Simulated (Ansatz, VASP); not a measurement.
**BN in VASP and in Ansatz**

```
N B
1.0
     0.00000    1.81300    1.81300
     1.81300    0.00000    1.81300
     1.81300    1.81300    0.00000
N B
1 1
Direct
  0.25000 0.25000 0.25000
  0.00000 0.00000 0.00000
```

Alike in both runs: functional LDA; k mesh 13 × 13 × 13; occupations fermi-dirac, width 0.05 eV; no spin polarisation.

```csv
,VASP,Ansatz
version,VASP 6.6.1,Ansatz 0.2.0
potentials or method,"VASP PAW LDA potentials, release 64 (N, B), cutoff 520 eV","all-electron LAPW, scalar-relativistic"
task,single point,band structure
```

```csv
,VASP,Ansatz,Ansatz less VASP
gap on the k mesh at the Fermi level (eV),4.41,4.42,+0.009
least direct gap on the mesh (eV),8.64,8.65,+0.007
pressure (GPa),-13.3,-14.1,-0.76
```

LDA's correlation is that of Perdew and Zunger in VASP and of Perdew and Wang (1992) in Ansatz. Ansatz ran all-electron here, and VASP with PAW potentials.
